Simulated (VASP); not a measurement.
A run of VASP 6.6.1:

INCAR

```
SYSTEM = Pt
PREC     = Accurate       ! precision mode
ENCUT    = 520            ! plane-wave cutoff, eV
EDIFF    = 1E-6           ! SCF threshold, eV
ISMEAR   = 0              ! smearing method
SIGMA    = 0.15           ! smearing width, eV
LREAL    = .False.        ! projectors in reciprocal space
LASPH    = .True.         ! aspherical terms in the spheres
NELM     = 60             ! most SCF steps
ALGO     = Fast           ! electronic algorithm
ISIF     = 2              ! what is computed and relaxed
LWAVE    = .False.        ! write WAVECAR
LCHARG   = .False.        ! write CHGCAR
GGA      = PS             ! functional
NBANDS   = 11             ! bands
```

The input KPOINTS:

```
regular mesh
0
Gamma
  22 22 22
  0 0 0
```

The input POSCAR:

```
Pt
1.0
   -1.4058923413      1.6277529323      1.6277529323
    1.6277529323     -1.4058923413      1.6277529323
    1.6277529323      1.6277529323     -1.4058923413
Pt
1
Direct
    0.0000000000      0.0000000000      0.0000000000
```

Potentials or basis: VASP PAW PBE potentials, release 64 (Pt).

Launch:

```console
$ cat potpaw_PBE.64/Pt/POTCAR > POTCAR
$ mpirun -np 1 vasp_std > vasp.out
```

Hardware: 1 thread of Intel(R) Xeon(R) 6975P-C (Granite Rapids) (shared host).

Task: How long does it take, and how much memory?

Result: Wall time 48 s on 1 thread of Intel(R) Xeon(R) 6975P-C (Granite Rapids), on a shared host, peak memory 0.28 GiB. Counts: scf iterations 12, k points 1024.
